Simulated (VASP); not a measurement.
# MnS (F-43m) in VASP: a series of runs, part 2 of 2

VASP 6.6.1. The steps go on from the part before.

**4. Single point, PBEsol+D4, collinear spin, ferromagnetic start**

INCAR

```
SYSTEM = MnS
PREC     = Accurate       ! precision mode
ENCUT    = 520            ! plane-wave cutoff, eV
EDIFF    = 1E-6           ! SCF threshold, eV
ISMEAR   = 1              ! smearing method
SIGMA    = 0.15           ! smearing width, eV
LREAL    = .FALSE.        ! projectors in reciprocal space
LASPH    = .TRUE.         ! aspherical terms in the spheres
NELM     = 150            ! most SCF steps
ALGO     = Normal         ! electronic algorithm
ISIF     = 2              ! what is computed and relaxed
LWAVE    = .FALSE.        ! write WAVECAR
LCHARG   = .FALSE.        ! write CHGCAR
ISPIN    = 2              ! spin polarisation
MAGMOM   = 2.6 -0.13      ! initial moments
LORBIT   = 11             ! projections on sites
NUPDOWN  = 2.4            ! fixed moment
LMAXMIX  = 4              ! l up to which the mixer works
GGA      = PS             ! functional
IVDW     = 13             ! dispersion correction
NBANDS   = 20             ! bands
```

KPOINTS

```
Automatic mesh
0
G
  6 6 6
  0 0 0
```

POSCAR

```
MnS
1.0
    0.0000000000      2.8000000000      2.8000000000
    2.8000000000      0.0000000000      2.8000000000
    2.8000000000      2.8000000000      0.0000000000
Mn S
1 1
Direct
    0.0000000000      0.0000000000      0.0000000000
    0.2500000000      0.2500000000      0.2500000000
```

Potentials or basis: VASP PAW PBE potentials, release 64 (Mn_pv, S).

The run is started by

```console
cat potpaw_PBE.64/Mn_pv/POTCAR potpaw_PBE.64/S/POTCAR > POTCAR
mpirun -np 1 vasp_std > vasp.out
```

OUTCAR:

```text
SYSTEM = MnS
   PREC = Accurate
   ENCUT = 520
   EDIFF = 1E-6
   ISMEAR = 1
   LREAL = .FALSE.
   LASPH = .TRUE.
   NELM = 150
   ISIF = 2
   ISPIN = 2
   LORBIT = 11
   NUPDOWN = 2.4
   GGA = PS
   IVDW = 13

 ion  position               nearest neighbor table
   1  0.000  0.000  0.000-   2 2.42   2 2.42   2 2.42   2 2.42
   2  0.250  0.250  0.250-   1 2.42   1 2.42   1 2.42   1 2.42

  LATTYP: Found a face centered cubic cell.
 ALAT       =     5.6000000000

  Lattice vectors:

 A1 = (   0.0000000000,   2.8000000000,   2.8000000000)
 A2 = (   2.8000000000,   0.0000000000,   2.8000000000)
 A3 = (   2.8000000000,   2.8000000000,   0.0000000000)

Analysis of symmetry for initial positions (statically):
=====================================================================
 Subroutine PRICEL returns:
 Original cell was already a primitive cell.

 Routine SETGRP: Setting up the symmetry group for a
 face centered cubic supercell.

 Subroutine GETGRP returns: Found 24 space group operations
 (whereof 24 operations were pure point group operations)
 out of a pool of 48 trial point group operations.

[... 913 lines left out ...]
     19      17.2838      0.00000
     20      17.5253      0.00000

------------------------ aborting loop because EDIFF is reached ----------------------------------------

  DFT-D4 for vdW energy calculation

  Edisp (eV):   -0.38052

  FORCE on cell =-STRESS in cart. coord.  units (eV):
  Direction    XX          YY          ZZ          XY          YZ          ZX
  --------------------------------------------------------------------------------------
  -------------------------------------------------------------------------------------
  Total      -5.32666    -5.32666    -5.32666     0.00000     0.00000    -0.00000
  in kB    -194.38427  -194.38427  -194.38427     0.00000     0.00000    -0.00000
  external pressure =     -194.38 kB  Pullay stress =        0.00 kB

 VOLUME and BASIS-vectors are now :
 -----------------------------------------------------------------------------
  energy-cutoff  :      520.00
  volume of cell :       43.90
      direct lattice vectors                 reciprocal lattice vectors
     0.000000000  2.800000000  2.800000000    -0.178571429  0.178571429  0.178571429
     2.800000000  0.000000000  2.800000000     0.178571429 -0.178571429  0.178571429
     2.800000000  2.800000000  0.000000000     0.178571429  0.178571429 -0.178571429

 POSITION                                       TOTAL-FORCE (eV/Angst)
 -----------------------------------------------------------------------------------
      0.00000      0.00000      0.00000         0.000000     -0.000000      0.000000
      1.40000      1.40000      1.40000        -0.000000      0.000000     -0.000000
 -----------------------------------------------------------------------------------
    total drift:                               -0.000000     -0.000000     -0.000000

  FREE ENERGIE OF THE ION-ELECTRON SYSTEM (eV)
  ---------------------------------------------------
  free  energy   TOTEN  =       -14.1499407276 eV

  energy  without entropy=      -14.1464333424  energy(sigma->0) =      -14.14877160

 total charge

# of ion       s       p       d       tot
------------------------------------------
    1        0.245   6.171   5.045  11.461
    2        1.317   2.295   0.000   3.613
--------------------------------------------------
tot          1.563   8.466   5.045  15.074

 magnetization (x)

# of ion       s       p       d       tot
------------------------------------------
    1        0.025   0.016   2.406   2.447
    2        0.001  -0.117   0.000  -0.116
--------------------------------------------------
tot          0.026  -0.101   2.406   2.331
```

OSZICAR:

```text
N       E                     dE             d eps       ncg     rms          rms(c)
DAV:   1     0.147880978100E+03    0.14788E+03   -0.10132E+04  1280   0.930E+02
DAV:   2    -0.727794160929E+01   -0.15516E+03   -0.14751E+03  1336   0.271E+02
DAV:   3    -0.152223247177E+02   -0.79444E+01   -0.78266E+01  1496   0.660E+01
DAV:   4    -0.153275915165E+02   -0.10527E+00   -0.10518E+00  1472   0.784E+00
DAV:   5    -0.153293289177E+02   -0.17374E-02   -0.17373E-02  1456   0.107E+00    0.111E+01
DAV:   6    -0.156377775723E+02   -0.30845E+00   -0.13695E+01  1424   0.399E+01    0.155E+01
DAV:   7    -0.137946211331E+02    0.18432E+01   -0.47795E+00  1408   0.291E+01    0.374E+00
DAV:   8    -0.137721208770E+02    0.22500E-01   -0.13709E-01  1452   0.261E+00    0.180E+00
DAV:   9    -0.137710936402E+02    0.10272E-02   -0.19791E-02  1652   0.118E+00    0.526E-01
DAV:  10    -0.137694261210E+02    0.16675E-02   -0.79213E-03  1408   0.961E-01    0.150E-01
DAV:  11    -0.137693904806E+02    0.35640E-04   -0.46205E-04  1504   0.149E-01    0.105E-01
DAV:  12    -0.137694083752E+02   -0.17895E-04   -0.77608E-05  1456   0.515E-02    0.678E-02
DAV:  13    -0.137694135507E+02   -0.51755E-05   -0.58347E-06  1400   0.206E-02    0.324E-02
DAV:  14    -0.137694160915E+02   -0.25408E-05   -0.43045E-06  1364   0.173E-02    0.529E-03
DAV:  15    -0.137694163970E+02   -0.30551E-06   -0.40677E-07   828   0.515E-03
   1 F= -.14149941E+02 E0= -.14148772E+02  d E =-.350739E-02  mag=     2.4000
```

Run time: 84 s. Hardware: 1 thread of Intel Xeon 8259CL, shared host; peak memory 0.19 GiB.

What came out:

```
Free energy                                           : -14.1499 eV
Pressure                                              : -19.4 GPa
Net moment                                            : 2.40 μB per cell
Site moments                                          : Mn +2.45; S -0.12 μB
Valence electrons inside the program's atomic spheres : Mn 11.46; S 3.61
Dispersion energy per atom                            : -0.190 eV
```

Caveat: the cell stands under tension; the PAW data sets were made with another functional, which shifts forces and pressure a little; the total moment is fixed, so each spin has its own Fermi level; a cell with one magnetic atom can't hold antiferromagnetic order, which such compounds often take.

**5. Single point, PBEsol+D4, collinear spin, ferromagnetic start**

INCAR

```
SYSTEM = MnS
  PREC = Accurate
  ENCUT = 520
  EDIFF = 1E-7
  ISMEAR = 1
  SIGMA = 0.15
  LREAL = .False.
  LASPH = .True.
  NELM = 150
  ALGO = Normal
  ISIF = 2
  LWAVE = .False.
  LCHARG = .False.
  ISPIN = 2
  MAGMOM = 3.66 -0.07
  LORBIT = 11
  NUPDOWN = 3.6
  LMAXMIX = 4
  GGA = PS
  IVDW = 13
  NBANDS = 20
```

KPOINTS

```
Automatic mesh
0
Gamma
  6 6 6
  0 0 0
```

POSCAR is that of step 4.

The run is started by

```console
cat potpaw_PBE.64/Mn_pv/POTCAR potpaw_PBE.64/S/POTCAR > POTCAR
mpirun -np 1 vasp_std > vasp.out
```

Wall time 65 s (1 thread of Intel Xeon 8259CL, shared host); peak memory 0.19 GiB.

The run converged. Its results:

```yaml
Free_energy: -14.7269 eV
Pressure: -13.4 GPa
Net_moment: 3.60 μB per cell
Site_moments: Mn +3.46; S -0.07 μB
Valence_electrons_inside_the_program's_atomic_spheres: Mn 11.42; S 3.65
Dispersion_energy_per_atom: -0.190 eV
```

Caveat: the cell stands under tension; the PAW data sets were made with another functional, which shifts forces and pressure a little; the total moment is fixed, so each spin has its own Fermi level; a cell with one magnetic atom can't hold antiferromagnetic order, which such compounds often take.

**6. Single point, PBEsol+D4, collinear spin, ferromagnetic start**

INCAR

```
PREC = Accurate
ENCUT = 520
EDIFF = 1E-7
ISMEAR = 1
SIGMA = 0.15
LREAL = F
LASPH = T
NELM = 150
ALGO = Normal
ISIF = 2
LWAVE = F
LCHARG = F
ISPIN = 2
MAGMOM = 4.49 0.11
LORBIT = 11
NUPDOWN = 4.8
LMAXMIX = 4
GGA = PS
IVDW = 13
NBANDS = 20
```

KPOINTS

```
regular mesh
0
Gamma
  6 6 6
```

POSCAR is that of step 5.

Potentials or basis: VASP PAW PBE potentials, release 64 (Mn_pv, S).

The run is started by

```console
cat potpaw_PBE.64/Mn_pv/POTCAR potpaw_PBE.64/S/POTCAR > POTCAR
mpirun -np 1 vasp_std > vasp.out
```

Wall time 66 s (1 thread of Intel Xeon 8259CL, shared host); peak memory 0.19 GiB.

The run converged. Its results:

* Free energy: -15.1328 eV
* Pressure: -4.3 GPa
* Net moment: 4.80 μB per cell
* Site moments: Mn +4.25; S +0.06 μB
* Valence electrons inside the program's atomic spheres: Mn 11.38; S 3.72
* Dispersion energy per atom: -0.190 eV

Caveat: the cell stands under tension; the PAW data sets were made with another functional, which shifts forces and pressure a little; the total moment is fixed, so each spin has its own Fermi level; a cell with one magnetic atom can't hold antiferromagnetic order, which such compounds often take.

**7. Summary**

| spin | fixed moment (μB) | pressure (GPa) | moment (μB) |
| --- | --- | --- | --- |
| collinear, zero start | 0.0 | -25.6 | 0.00 |
| collinear, ferromagnetic start | 1.2 | -23.6 | 1.20 |
| collinear, ferromagnetic start | 2.4 | -19.4 | 2.40 |
| collinear, ferromagnetic start | 3.6 | -13.4 | 3.60 |
| collinear, ferromagnetic start | 4.8 | -4.3 | 4.80 |

Alike in all rows: task single point; level PBEsol+D4; potentials or basis VASP PAW PBE potentials, release 64 (Mn_pv, S); cell as given; k mesh 6 × 6 × 6; cutoff (eV) 520; smearing methfessel-paxton 0.15 eV.

Caveats: the cell stands under tension; the PAW data sets were made with another functional, which shifts forces and pressure a little; the total moment is fixed, so each spin has its own Fermi level; a cell with one magnetic atom can't hold antiferromagnetic order, which such compounds often take (at least some runs).

Total energies depend on the potentials used, so only differences within one code and one set of settings carry meaning.
